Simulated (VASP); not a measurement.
A run of VASP 6.6.1:

File INCAR:

```
SYSTEM = C
  PREC = Accurate
  ENCUT = 520
  EDIFF = 1E-7
  ISMEAR = 0
  SIGMA = 0.1
  LREAL = .FALSE.
  LASPH = .TRUE.
  NELM = 100
  ALGO = Normal
  ISIF = 2
  LWAVE = .FALSE.
  LCHARG = .FALSE.
  GGA = PE
  IVDW = 12
  NBANDS = 16
```

Contents of KPOINTS:

```
Automatic mesh
0
G
  18 18 6
  0 0 0
```

The input POSCAR:

```
C
1.0
    2.4651287003      0.0000000000      0.0000000000
   -1.2325643502      2.1348640781      0.0000000000
    0.0000000000      0.0000000000      6.7409740936
C
4
Direct
    0.0000000000      0.0000000000      0.0024998052
    0.0000000000      0.0000000000      0.5024998052
    0.3333333333      0.6666666667      0.0025001948
    0.6666666667      0.3333333333      0.5025001948
```

Potentials or basis: VASP PAW PBE potentials, release 64 (C).

Command:

```bash
$ cat potpaw_PBE.64/C/POTCAR > POTCAR
$ mpirun -np 1 vasp_std > vasp.out
```

Hardware: 1 thread of Intel(R) Xeon(R) Platinum 8488C (Sapphire Rapids) (shared host).

Problem. Estimate the wall time of this run.

Solution. Wall time 46 s on 1 thread of Intel(R) Xeon(R) Platinum 8488C (Sapphire Rapids), on a shared host, peak memory 0.19 GiB. Counts: scf iterations 13, k points 148.
